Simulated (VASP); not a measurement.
# H (I4/mmm) in VASP: further runs

Runs on H. Level: PBE. Tasks: single point, relaxation of cell and atoms.

Everything below comes from runs of VASP 6.6.1. Logs are shortened: lines on timing, memory, paths and dates and some standing lists are left out, and cuts for length are marked.

### 1 The cell of the first run

Symmetry: I4/mmm, No. 139, tetragonal system. The conventional cell has a = 3.724 Å, b = 3.724 Å, c = 4.596 Å, α = 90.00°, β = 90.00°, γ = 90.00°. H (site symmetry 4mm) has 1 H at 0.75 Å within 1.0 Å.

### 2 Single point, PBE

Input file INCAR:

```
PREC = Accurate
ENCUT = 500
EDIFF = 1E-6
ISMEAR = 0
SIGMA = 0.01
LREAL = False
LASPH = True
NELM = 120
ALGO = Normal
ISIF = 2
LWAVE = False
LCHARG = True
GGA = PE
LELF = True
LVHAR = True
NBANDS = 8
GGA_COMPAT = False
```

Input file KPOINTS:

```
regular mesh
0
Gamma
  8 8 8
```

Input file POSCAR:

```
H
1.0
   -1.8621783170      1.8621783170      2.2981572848
    1.8621783170     -1.8621783170      2.2981572848
    1.8621783170      1.8621783170     -2.2981572848
H
2
Direct
    0.9183320212      0.9183320212      0.0000000000
    0.0816679788      0.0816679788      0.0000000000
```

Potentials or basis: VASP PAW PBE potentials, release 64 (H).

Launch:

```bash
$ cat potpaw_PBE.64/H/POTCAR > POTCAR
$ mpirun -np 1 vasp_std > vasp.out
```

OUTCAR:

```text
PREC = Accurate
   ENCUT = 500
   EDIFF = 1E-6
   ISMEAR = 0
   LREAL = False
   LASPH = True
   NELM = 120
   ISIF = 2
   GGA = PE

 ion  position               nearest neighbor table
   1  0.918  0.918  0.000-   2 0.75
   2  0.082  0.082  0.000-   1 0.75

  LATTYP: Found a body centered tetragonal cell.
 ALAT       =     3.7243566340
 C/A-ratio  =     1.2341231040

  Lattice vectors:

 A1 = (  -1.8621783170,   1.8621783170,   2.2981572848)
 A2 = (   1.8621783170,  -1.8621783170,   2.2981572848)
 A3 = (   1.8621783170,   1.8621783170,  -2.2981572848)

Analysis of symmetry for initial positions (statically):
=====================================================================
 Subroutine PRICEL returns:
 Original cell was already a primitive cell.

 Routine SETGRP: Setting up the symmetry group for a
 body centered tetragonal supercell.

 Subroutine GETGRP returns: Found 16 space group operations
 (whereof 16 operations were pure point group operations)
 out of a pool of 16 trial point group operations.

The static configuration has the point symmetry D_4h.

Analysis of symmetry for dynamics (positions and initial velocities):
=====================================================================
 Subroutine PRICEL returns:
 Original cell was already a primitive cell.

 Routine SETGRP: Setting up the symmetry group for a
 body centered tetragonal supercell.

 Subroutine GETGRP returns: Found 16 space group operations
 (whereof 16 operations were pure point group operations)
 out of a pool of 16 trial point group operations.

The dynamic configuration has the point symmetry D_4h.

 Subroutine INISYM returns: Found 16 space group operations
 (whereof 16 operations are pure point group operations),
 and found     1 'primitive' translations

----------------------------------------------------------------------------------------

                                     Primitive cell

  volume of cell :      31.8774

  direct lattice vectors                    reciprocal lattice vectors
    -1.862178317  1.862178317  2.298157285     0.000000000  0.268502750  0.217565614
     1.862178317 -1.862178317  2.298157285     0.268502750  0.000000000  0.217565614
     1.862178317  1.862178317 -2.298157285     0.268502750  0.268502750  0.000000000

  length of vectors
     3.495274392  3.495274392  3.495274392     0.345584322  0.345584322  0.379720231

  position of ions in fractional coordinates (direct lattice)
     0.918332021  0.918332021  0.000000000
     0.081667979  0.081667979  0.000000000

  ion indices of the primitive-cell ions
   primitive index   ion index
                 1           1
                 2           2

----------------------------------------------------------------------------------------

 KPOINTS: regular mesh

Automatic generation of k-mesh.
 Grid dimensions read from file:
 generate k-points for:    8    8    8

 Generating k-lattice:

  Cartesian coordinates                     Fractional coordinates (reciprocal lattice)
     0.000000000  0.033562844  0.027195702     0.125000000  0.000000000  0.000000000
     0.033562844  0.000000000  0.027195702     0.000000000  0.125000000  0.000000000
     0.033562844  0.033562844  0.000000000     0.000000000  0.000000000  0.125000000

  Length of vectors
     0.043198040  0.043198040  0.047465029

  Shift w.r.t. Gamma in fractional coordinates (k-lattice)
     0.000000000  0.000000000  0.000000000

 Subroutine IBZKPT returns following result:
 ===========================================

 Found     59 irreducible k-points:

 Following reciprocal coordinates:
            Coordinates               Weight
  0.000000  0.000000  0.000000      1.000000
  0.125000  0.000000 -0.000000      8.000000
  0.250000  0.000000 -0.000000      8.000000
  0.375000  0.000000  0.000000      8.000000
  0.500000  0.000000 -0.000000      4.000000
  0.125000  0.125000 -0.000000      8.000000
[... 16 lines left out ...]
  0.250000  0.125000  0.125000     16.000000
  0.375000  0.125000  0.125000      8.000000
 [... further k-points ...]
   k-points           NKPTS =     59   k-points in BZ     NKDIM =     59   number of bands    NBANDS=      8
   number of dos      NEDOS =    301   number of ions     NIONS =      2
   total plane-waves  NPLWV =  21952
   dimension x,y,z NGX =    28 NGY =   28 NGZ =   28
   dimension x,y,z NGXF=    56 NGYF=   56 NGZF=   56
   ions per type =               2
   NGX,Y,Z   is equivalent  to a cutoff of  13.32, 13.32, 13.32 a.u.
   NGXF,Y,Z  is equivalent  to a cutoff of  26.64, 26.64, 26.64 a.u.
 SYSTEM =  unknown system
   PREC   = accura    normal or accurate (medium, high low for compatibility)
   ISTART =      0    job   : 0-new  1-cont  2-samecut
   ICHARG =      2    charge: 1-file 2-atom 10-const
   ISPIN  =      1    spin polarized calculation?
   LNONCOLLINEAR =      F non collinear calculations
   LSORBIT =      F    spin-orbit coupling
   LASPH  =      T    aspherical Exc in radial PAW
   ENCUT  =  500.0 eV  36.75 Ry    6.06 a.u.   6.37  6.37  6.37*2*pi/ulx,y,z
   NELM   =    120;   NELMIN=  2; NELMDL= -5     # of ELM steps
   EDIFF  = 0.1E-05   stopping-criterion for ELM
   LREAL  =      F    real-space projection
   EDIFFG = 0.1E-04   stopping-criterion for IOM
   NSW    =      0    number of steps for IOM
   IBRION =     -1    ionic relax: 0-MD 1-quasi-New 2-CG
   NFREE  =      0    steps in history (QN), initial steepest desc. (CG)
   ISIF   =      2    stress and relaxation
   ISYM   =      2    0-nonsym 1-usesym 2-fastsym
   POTIM  = 0.5000    time-step for ionic-motion
   TEBEG  =    0.0;   TEEND  =   0.0 temperature during run
   PSTRESS=    0.0 pullay stress
   NELECT =       2.0000    total number of electrons
   NUPDOWN=      -1.0000    fix difference up-down
   EMIN   =  10.00;   EMAX   =-10.00  energy-range for DOS
   EFERMI =   0.00;   METHOD = LEGACY
   ISMEAR =     0;   SIGMA  =   0.01  broadening in eV -4-tet -1-fermi 0-gaus
   EFERMI_NEDOS =   21; number of points for ismear=-14 and -15
   IALGO  =     38    algorithm
   IMIX   =      4    mixing-type and parameters
     AMIX     =   0.40;   BMIX     =  1.00
     AMIX_MAG =   1.60;   BMIX_MAG =  1.00
  volume/ion in A,a.u.               =      15.94       107.56
  Fermi-wavevector in a.u.,A,eV,Ry     =   0.650515  1.229295  5.757577  0.423170
  Thomas-Fermi vector in A             =   1.719818
   LORBIT       =      0    0 simple, 1 ext, 2 COOP (PROOUT), +10 PAW based schemes
   GGA     = PE    functional components
   LHFCALC =     F    Hartree Fock is set to
   AEXX    =    0.0000 exact exchange contribution
   IVDW    =     0    specifies the selected vdW correction
   LEPSILON=     F    determine dielectric tensor
   LRPA    =     F    only Hartree local field effects (RPA)
 non-spin polarized calculation
 Gauss-broadening in eV      SIGMA  =   0.01
  energy-cutoff  :      500.00
  volume of cell :       31.88
 maximum number of plane-waves:       837
 NGX is ok and might be reduce to    28
   NGX = 13   NGY = 13   NGZ = 13

 number of electron       2.0000000 magnetization

 Free energy of the ion-electron system (eV)
  ---------------------------------------------------
  ext. energy  EPLUGINS =         0.00000000
  ---------------------------------------------------
  free energy    TOTEN  =        -6.78890426 eV

  energy without entropy =       -6.78890426  energy(sigma->0) =       -6.78890426

 E-fermi :  -8.7805     XC(G=0):  -4.6289

 val. band max:       -8.8549945736   @ k =   0.5000   0.5000   0.5000
 cond. band min:       0.4349391131   @ k =   0.5000   0.0000  -0.0000
 fundamental gap:      9.2899336866
 Fermi energy:        -8.7805061958

 k-point     1 :       0.0000    0.0000    0.0000
  band No.  band energies     occupation
      1     -10.2308      2.00000
      2       3.2130      0.00000
      3       6.7911      0.00000
      4      12.1125      0.00000
      5      12.1125      0.00000
      6      14.0957      0.00000
      7      14.0957      0.00000
      8      15.2538      0.00000

 k-point     2 :       0.1250    0.0000   -0.0000
  band No.  band energies     occupation
      1     -10.1133      2.00000
      2       2.7416      0.00000
      3       6.9506      0.00000
      4      10.8263      0.00000
      5      11.3419      0.00000
      6      14.2485      0.00000
      7      14.6392      0.00000
      8      15.1278      0.00000

 k-point     3 :       0.2500    0.0000   -0.0000
  band No.  band energies     occupation
      1      -9.8100      2.00000
      2       1.7405      0.00000
      3       7.0689      0.00000
      4       9.0804      0.00000
      5      10.4115      0.00000
      6      13.5945      0.00000
      7      14.3316      0.00000
      8      15.6556      0.00000

 k-point     4 :       0.3750    0.0000    0.0000
  band No.  band energies     occupation
      1      -9.4704      2.00000
      2       0.8139      0.00000
      3       6.7852      0.00000
      4       8.3190      0.00000
      5       9.8441      0.00000
      6      12.6222      0.00000
      7      13.8917      0.00000
      8      15.3354      0.00000

 k-point     5 :       0.5000    0.0000   -0.0000
  band No.  band energies     occupation
      1      -9.3162      2.00000
      2       0.4349      0.00000
      3       6.5598      0.00000
      4       8.1949      0.00000
      5       9.6596      0.00000
      6      12.2780      0.00000
      7      14.1920      0.00000
      8      14.3533      0.00000

 k-point     6 :       0.1250    0.1250   -0.0000
  band No.  band energies     occupation
      1      -9.9184      2.00000
      2       2.0037      0.00000
      3       7.6980      0.00000
      4       8.7041      0.00000
      5      10.8894      0.00000
      6      13.8712      0.00000
      7      14.2412      0.00000
      8      15.6276      0.00000

 k-point     7 :       0.2500    0.1250   -0.0000
  band No.  band energies     occupation
      1      -9.5962      2.00000
      2       1.2065      0.00000
      3       6.8031      0.00000
      4       8.0509      0.00000
      5      10.3605      0.00000
      6      13.0248      0.00000
      7      14.8776      0.00000
      8      15.9237      0.00000

 k-point     8 :       0.3750    0.1250   -0.0000
  band No.  band energies     occupation
      1      -9.3263      2.00000
      2       0.6927      0.00000
      3       5.7365      0.00000
      4       7.9960      0.00000
      5       9.9496      0.00000
      6      12.4960      0.00000
      7      14.3515      0.00000
      8      16.5527      0.00000

 k-point     9 :       0.5000    0.1250   -0.0000
  band No.  band energies     occupation
      1      -9.3007      2.00000
      2       0.7451      0.00000
      3       5.4714      0.00000
      4       7.9283      0.00000
      5       9.8617      0.00000
      6      12.1685      0.00000
      7      14.3836      0.00000
      8      16.9747      0.00000

 k-point    10 :      -0.3750    0.1250    0.0000
  band No.  band energies     occupation
      1      -9.5397      2.00000
      2       1.3930      0.00000
      3       5.7424      0.00000
      4       8.2159      0.00000
      5      10.2381      0.00000
      6      12.3587      0.00000
      7      14.9422      0.00000
      8      15.4009      0.00000
[... 78 lines left out ...]
 k-point    18 :       0.3750    0.3750    0.0000
  band No.  band energies     occupation
      1      -9.1376      2.00000
      2       2.2795      0.00000
      3       2.6866      0.00000
      4       7.1302      0.00000
      5       8.0640      0.00000
      6      14.3302      0.00000
      7      15.1896      0.00000
      8      18.3601      0.00000

 k-point    19 :       0.5000    0.3750   -0.0000
  band No.  band energies     occupation
      1      -9.2073      2.00000
      2       2.0459      0.00000
      3       3.7895      0.00000
      4       6.8330      0.00000
      5       7.8866      0.00000
      6      11.3767      0.00000
      7      16.4432      0.00000
      8      19.9101      0.00000

 k-point    20 :      -0.3750    0.3750    0.0000
  band No.  band energies     occupation
      1      -9.3564      2.00000
      2       2.0170      0.00000
      3       4.6629      0.00000
      4       7.0879      0.00000
      5       8.7812      0.00000
      6       9.7843      0.00000
      7      16.7527      0.00000
      8      19.6806      0.00000

 k-point    21 :       0.5000    0.5000   -0.0000
  band No.  band energies     occupation
      1      -9.1839      2.00000
      2       1.9165      0.00000
      3       4.4123      0.00000
      4       6.1866      0.00000
      5       8.4713      0.00000
      6       9.4498      0.00000
      7      17.9178      0.00000
      8      21.1269      0.00000

 k-point    22 :       0.1250    0.1250    0.1250
  band No.  band energies     occupation
      1      -9.6176      2.00000
      2       1.6601      0.00000
      3       6.2366      0.00000
      4       7.1518      0.00000
      5      10.6558      0.00000
      6      13.0905      0.00000
      7      14.0820      0.00000
      8      17.5713      0.00000

 k-point    23 :       0.2500    0.1250    0.1250
  band No.  band energies     occupation
      1      -9.3460      2.00000
      2       1.2049      0.00000
      3       5.3223      0.00000
      4       6.2072      0.00000
      5      11.0240      0.00000
      6      12.5729      0.00000
      7      16.1348      0.00000
      8      16.7611      0.00000

 k-point    24 :       0.3750    0.1250    0.1250
  band No.  band energies     occupation
      1      -9.2261      2.00000
      2       1.0518      0.00000
      3       4.7375      0.00000
      4       6.0487      0.00000
      5      11.6103      0.00000
      6      11.9440      0.00000
      7      16.2964      0.00000
      8      18.2165      0.00000

 [... further k-points ...]
[... 5 lines left out ...]
  --------------------------------------------------------------------------------------
  -------------------------------------------------------------------------------------
  Total       -0.0353740     -0.0353740     -0.0498873      0.0000000      0.0000000      0.0000000
  in kB       -1.7779195     -1.7779195     -2.5073678      0.0000000      0.0000000      0.0000000
  external PRESSURE =      -2.0210689 kB  Pullay stress =       0.0000000 kB

 VOLUME and BASIS-vectors are now :
 -----------------------------------------------------------------------------
  energy-cutoff  :      500.00
  volume of cell :       31.88
      direct lattice vectors                 reciprocal lattice vectors
    -1.862178317  1.862178317  2.298157285     0.000000000  0.268502750  0.217565614
     1.862178317 -1.862178317  2.298157285     0.268502750  0.000000000  0.217565614
     1.862178317  1.862178317 -2.298157285     0.268502750  0.268502750  0.000000000

 POSITION                                       TOTAL-FORCE (eV/Angst)
 -----------------------------------------------------------------------------------
      0.00000      0.00000      4.22094         0.000000      0.000000      0.008230
      0.00000      0.00000      0.37537        -0.000000     -0.000000     -0.008230
 -----------------------------------------------------------------------------------
    total drift:                                0.000000      0.000000     -0.000000

  FREE ENERGIE OF THE ION-ELECTRON SYSTEM (eV)
  ---------------------------------------------------
  free  energy   TOTEN  =        -6.7889042560 eV

  energy  without entropy=       -6.7889042560  energy(sigma->0) =       -6.78890426
```

Run time: 15 s. Hardware: 1 thread of AMD EPYC 9R45 (Zen 5), shared host; peak memory 0.11 GiB.

Results:

```yaml
Free_energy: -6.7889 eV
Pressure: -0.2 GPa
Largest_force: 0.008 eV/Å
Band_gap_on_the_k_mesh: 9.29 eV, indirect (least direct gap 9.75 eV)
```

Forces in eV/Å, atoms in the order of the input:
```
H    0.000  0.000  0.008
H    0.000  0.000 -0.008
```

A k mesh can miss the band edges. Expect the measured gap to be larger: semilocal functionals such as PBE lack the derivative discontinuity.

### 3 Relaxation of cell and atoms, PBE

This run uses another cell than the first one, of 15.73 Å³/atom, 0.987 times its volume.

Input file INCAR:

```
ALGO = Normal
EDIFF = 1E-7
EDIFFG = -0.001
ENCUT = 500
GGA = PE
GGA_COMPAT = F
IBRION = 2
ISIF = 3
ISMEAR = 0
LASPH = T
LCHARG = F
LREAL = F
LWAVE = F
NELM = 120
NELMIN = 4
NSW = 80
PREC = Accurate
SIGMA = 0.01
```

Input file KPOINTS:

```
k-points
0
Gamma
  8 8 8
```

Input file POSCAR:

```
H
1.0
   -1.8548681235      1.8548681235      2.2855637461
    1.8548681235     -1.8548681235      2.2855637461
    1.8548681235      1.8548681235     -2.2855637461
H
2
Direct
    0.9178910701      0.9178910701      0.0000000000
    0.0821089299      0.0821089299      0.0000000000
```

Potentials or basis: VASP PAW PBE potentials, release 64 (H).

Launch:

```bash
$ cat potpaw_PBE.64/H/POTCAR > POTCAR
$ mpirun -np 1 vasp_std > vasp.out
```

It took 44 s on 1 thread of AMD EPYC 9R45 (Zen 5), shared host; peak memory 0.1 GiB.

Results (log left out):

| Property | Result |
| --- | --- |
| Free energy | -6.7912 eV |
| Relaxed volume | 13.87 Å³/atom |
| Relaxed cell | a = 3.335 Å, b = 3.335 Å, c = 3.335 Å, α = 115.46°, β = 115.46°, γ = 98.06° |
| Space group after relaxing (to 0.05 Å) | I4/mmm (No. 139) |
| Energy gained by relaxing | 1.2 meV/atom |
| Ionic steps | 13 |
| Pressure after relaxing | 0.0 GPa |
| Band gap on the k mesh | 9.13 eV, indirect (least direct gap 9.73 eV) |

Step by step:
| step | energy change (eV) | largest force (eV/Å) | pressure (GPa) | volume (Å³) |
| --- | --- | --- | --- | --- |
| 1 | 0.0000 | 0.0058 | -0.20 | 31.45 |
| 2 | -0.0001 | 0.0420 | -0.13 | 31.37 |
| 3 | -0.0001 | 0.0717 | -0.09 | 31.31 |
| 4 | -0.0001 | 0.0713 | -0.09 | 31.30 |
| 5 | -0.0002 | 0.0700 | -0.09 | 31.24 |
| 6 | -0.0003 | 0.0675 | -0.09 | 31.13 |
| 7 | -0.0005 | 0.0625 | -0.08 | 30.92 |
| 8 | -0.0010 | 0.0534 | -0.08 | 30.49 |
| 9 | -0.0017 | 0.0376 | -0.05 | 29.64 |
| 10 | -0.0023 | 0.0164 | 0.01 | 28.00 |
| 11 | -0.0023 | 0.0129 | 0.02 | 27.72 |
| 12 | -0.0023 | 0.0641 | -0.10 | 27.82 |
| 13 | -0.0023 | 0.0003 | 0.00 | 27.74 |

Final structure:
```
H
1.0
    -1.78073    1.78073    2.18683
     1.78073   -1.78073    2.18683
     1.78073    1.78073   -2.18683
H
2
Cartesian
  0.0000 0.0000 3.9986
  0.0000 0.0000 0.3750
```

Levels at points of the mesh, in eV from the valence-band top:
```tsv
k point	band 1	band 2	band 3	band 4	band 5
(0.00, 0.00, 0.00)	-1.79	12.71	16.22	22.07	22.07
(0.50, 0.00, 0.00)	-0.60	9.13	16.09	17.77	19.30
(0.50, 0.50, 0.00)	-0.44	10.75	13.57	15.57	18.05
(0.50, 0.50, 0.50)	0.00	10.09	15.13	15.63	15.63
```

A k mesh can miss the band edges. A hybrid or GW would open this gap; PBE tends to underestimate it.
